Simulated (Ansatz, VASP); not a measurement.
# One calculation of HfMg2C2, two programs

```xyz
5
Lattice="3.6644 0.0000 0.0000 0.0000 3.6644 0.0000 0.0000 0.0000 5.4793" Properties=species:S:1:pos:R:3 pbc="T T T"
Mg    0.0000    0.0000    0.0000
Mg    1.8322    1.8322    0.0000
Hf    1.8322    1.8322    2.7397
C     1.8322    0.0000    4.0985
C     0.0000    1.8322    1.3808
```

Change from the starting cell: ordered mixture with vacancies on the cation sites of antifluorite (P-4m2, No. 115).

Alike in both runs: functional PBE; k mesh 4 × 4 × 4; occupations gaussian, width 0.1 eV; no spin polarisation.

Ansatz relaxed the structure, and its values are those at the end. VASP's run is a single point on that final structure, the one shown.

|  | VASP | Ansatz |
| --- | --- | --- |
| version | VASP 6.6.1 | Ansatz 0.2.0 |
| potentials or method | VASP PAW PBE potentials, release 64 (Mg, Hf_pv, C), cutoff 520 eV | scalar-relativistic, plane waves, PAW |
| valence electrons in the cell | 22 | 54 |

|  | VASP | Ansatz | Ansatz less VASP |
| --- | --- | --- | --- |
| gap on the k mesh at the Fermi level (eV) | 0.56 | 0.57 | +0.004 |
| least direct gap on the mesh (eV) | 0.61 | 0.62 | +0.011 |
| pressure (GPa) | -0.4 | -0.1 | +0.25 |
| rms of the force components (eV/Å) | 0.006 | 0.002 | -0.0044 |

VASP's potentials hold 22 valence electrons a cell and Ansatz's 54, so a difference there can come from the potentials and not from the codes.

The k mesh is coarse, so the values compare programs but aren't converged. Spin-orbit coupling is off throughout.
